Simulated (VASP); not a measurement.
Set up this calculation in VASP 6.6.1, as the native input.

```
Task                   : single point
Functional             : PBEsol
Potentials or basis    : VASP PAW PBE potentials, release 64 (Si)
Cutoff                 : 520 eV
k mesh                 : 16 × 16 × 16
Occupations            : fermi-dirac, width 0.1 eV
Spin                   : no spin polarisation
Dipole correction      : no
Further INCAR settings : ALGO = Normal; EDIFF = 1e-07; NBANDS = 8
```

The structure of Si lies in POSCAR:

```
Si
1.0
    0.0000000000      1.8883171957      1.8883171957
    1.8883171957      0.0000000000      1.8883171957
    1.8883171957      1.8883171957      0.0000000000
Si
1
Direct
    0.0000000000      0.0000000000      0.0000000000
```

This cell differs from its parent crystal: volume scaled by 0.96.

The input as run:

INCAR

```
PREC = Accurate ; ENCUT = 520
EDIFF = 1E-7 ; ISMEAR = -1
SIGMA = 0.1 ; LREAL = False
LASPH = True ; NELM = 60
ALGO = Normal ; ISIF = 2
LWAVE = False ; LCHARG = False
GGA = PS ; NBANDS = 8
```

KPOINTS

```
regular mesh
0
Gamma
  16 16 16
```

Potentials or basis: VASP PAW PBE potentials, release 64 (Si).

Command:

```console
$ cat potpaw_PBE.64/Si/POTCAR > POTCAR
$ mpirun -np 1 vasp_std > vasp.out
```

Results of the run:

```json
{"Pressure": "4.7 GPa", "Band gap on the k mesh": "zero (band 2 reaches 23.12 eV, above the bottom of band 3 at 7.83 eV)"}
```

Caveat: the PAW data sets were made with another functional, which shifts forces and pressure a little.

Wall time 6.1 s on 1 thread of Intel Xeon 6975P-C, on a shared host, peak memory 0.13 GiB.
